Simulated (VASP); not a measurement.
Set up this calculation in VASP 6.6.1, as the native input.

- Task: single point
- Functional: r2SCAN
- Potentials or basis: VASP PAW PBE potentials, release 64 (Cd, S)
- Cutoff: 520 eV
- k mesh: 8 × 8 × 5
- Occupations: fermi-dirac, width 0.05 eV
- Spin: no spin polarisation
- Dipole correction: no
- Further INCAR settings: ALGO = Normal; EDIFF = 1e-07; NBANDS = 22

Cd2S:

```
Cd S
1.0
     3.96267    0.00000    0.00000
    -1.98134    3.43177    0.00000
     0.00000    0.00000    5.80919
Cd S
2 1
Direct
  0.33333 0.66667 0.93272
  0.66667 0.33333 0.57873
  0.33333 0.66667 0.36571
```

One way to write it, as run:

POSCAR

```
Cd2S
1.0
    3.9626700490      0.0000000000      0.0000000000
   -1.9813350245      3.4317729293      0.0000000000
    0.0000000000      0.0000000000      5.8091920000
Cd S
2 1
Direct
    0.3333333333      0.6666666667      0.9327170000
    0.6666666667      0.3333333333      0.5787350000
    0.3333333333      0.6666666667      0.3657050000
```

INCAR.step1

```
SYSTEM = Cd2S
ALGO = Normal
EDIFF = 1E-4
ENCUT = 520
GGA = PE
ISMEAR = -1
LASPH = .TRUE.
LCHARG = .FALSE.
LREAL = .FALSE.
LWAVE = .TRUE.
NBANDS = 22
NELM = 100
PREC = Accurate
SIGMA = 0.05
```

INCAR.step2

```
SYSTEM = Cd2S
ALGO = Normal
EDIFF = 1E-7
ENCUT = 520
ISIF = 2
ISMEAR = -1
ISTART = 1
LASPH = .TRUE.
LCHARG = .TRUE.
LELF = .TRUE.
LMIXTAU = .TRUE.
LREAL = .FALSE.
LVHAR = .TRUE.
LWAVE = .FALSE.
METAGGA = R2SCAN
NBANDS = 22
NELM = 100
PREC = Accurate
SIGMA = 0.05
```

KPOINTS

```
k-points
0
G
  8 8 5
  0 0 0
```

Potentials or basis: VASP PAW PBE potentials, release 64 (Cd, S).

Command:

```sh
$ cat potpaw_PBE.64/Cd/POTCAR potpaw_PBE.64/S/POTCAR > POTCAR
$ cp INCAR.step1 INCAR
$ mpirun -np 1 vasp_std > vasp.out
$ cp INCAR.step2 INCAR
$ mpirun -np 1 vasp_std > vasp.out
```

Results of the run:

```yaml
Pressure: -1.5 GPa
Largest_force: 0.014 eV/Å
Band_gap_on_the_k_mesh: 0.29 eV, indirect (least direct gap 0.63 eV)
```

Caveat: the PAW data sets were made with another functional, which shifts forces and pressure a little.

Wall time 5.7 min on 1 thread of Intel(R) Xeon(R) Platinum 8259CL CPU @ 2.50GHz (Skylake/Cascade Lake) (shared host), peak memory 0.24 GiB.
